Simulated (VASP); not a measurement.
Zr3Si2, 10 atoms in the cell. It takes space group P4bm (No. 100, tetragonal). Conventional cell: a = 7.108 Å, b = 7.108 Å, c = 3.705 Å, α = 90.00°, β = 90.00°, γ = 90.00°. Zr (site symmetry m) has 6 Si at 2.71 to 2.88 Å and 11 Zr at 3.21 to 3.72 Å within 3.8 Å. Within 3.8 Å of Zr (site symmetry 4) lie 4 Si at 2.82 Å and 10 Zr at 3.21 to 3.71 Å. Within 3.2 Å of Si (site symmetry m) lie 1 Si at 2.45 Å and 8 Zr at 2.71 to 2.88 Å.  This cell differs from its parent crystal: all Si atoms moved +0.075 Å, as atom 7 along Cartesian [0 0 1].

```yaml
Program: VASP 6.6.1
Task: single point
Functional: r2SCAN
Potentials_or_basis: VASP PAW PBE potentials, release 64 (Zr_sv, Si)
Cutoff: 520 eV
k_mesh: 6 × 6 × 10
Occupations: gaussian, width 0.15 eV
Spin: no spin polarisation
Dipole_correction: no
Further_INCAR_settings: ALGO = Normal; EDIFF = 1e-06; NBANDS = 55
```

Potentials or basis: VASP PAW PBE potentials, release 64 (Zr_sv, Si).

The run is started by

```sh
$ cat potpaw_PBE.64/Zr_sv/POTCAR potpaw_PBE.64/Si/POTCAR > POTCAR
$ cp INCAR.step1 INCAR
$ mpirun -np 1 vasp_std > vasp.out
$ cp INCAR.step2 INCAR
$ mpirun -np 1 vasp_std > vasp.out
```

Hardware: 1 thread of Oxide Virtual Turin-like Processor (shared host).

**Question.** How long does it take, and how much memory?

**Answer.** It took 58 min on 1 thread of Oxide Virtual Turin-like Processor (shared host), peak memory 0.56 GiB. Counts: k points 60.
